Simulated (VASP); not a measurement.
Crystal: YSb (zincblende type).

```
CELL_PARAMETERS angstrom
0.00000 3.10723 3.10723
3.10723 0.00000 3.10723
3.10723 3.10723 0.00000
ATOMIC_POSITIONS crystal
Y 0.00000 0.00000 0.00000
Sb 0.25000 0.25000 0.25000
```

| Property | Result |
| --- | --- |
| Program | VASP 6.6.1 |
| Task | relaxation of cell and atoms |
| Functional | LDA |
| Potentials or basis | VASP PAW LDA potentials, release 64 (Y_sv, Sb) |
| Cutoff | 600 eV |
| k mesh | 12 × 12 × 12 |
| Occupations | fermi-dirac, width 0.1 eV |
| Spin | no spin polarisation |

At the start: pressure 19.0 GPa; volume 30.00 Å³/atom.

**Question.** Where does the relaxation end?

**Answer.** Over 19 steps the energy falls by 444.6 meV/atom and the volume is 39.29 Å³/atom (+31.0 %); space group F-43m (No. 216, to 0.05 Å).

Step by step:
```tsv
step	energy change (eV)	largest force (eV/Å)	pressure (GPa)	volume (Å³)
1	0.0000	0.0000	18.99	60.00
2	-0.5023	0.0000	-5.84	96.49
3	-0.8891	0.0000	-0.13	78.81
4	-0.8891	0.0000	0.09	78.40
5	-0.8891	0.0000	0.09	78.40
6	-0.8891	0.0000	0.09	78.40
7	-0.8891	0.0000	0.09	78.40
8	-0.8891	0.0000	0.09	78.40
9	-0.8891	0.0000	0.09	78.40
10	-0.8891	0.0000	0.09	78.40
11	-0.8891	0.0000	0.09	78.40
12	-0.8891	0.0000	0.09	78.40
13	-0.8891	0.0000	0.09	78.40
14	-0.8891	0.0000	0.09	78.41
15	-0.8891	0.0000	0.08	78.41
16	-0.8891	0.0000	0.08	78.42
17	-0.8891	0.0000	0.06	78.45
18	-0.8892	0.0000	0.04	78.49
19	-0.8892	0.0000	-0.01	78.58
```

Final structure:
```
CELL_PARAMETERS angstrom
0.00000 3.39955 3.39955
3.39955 0.00000 3.39955
3.39955 3.39955 0.00000
ATOMIC_POSITIONS crystal
Y 0.00000 0.00000 0.00000
Sb 0.25000 0.25000 0.25000
```

Caveat: the volume moved by over 15 % at a fixed basis, so the end points are rough.
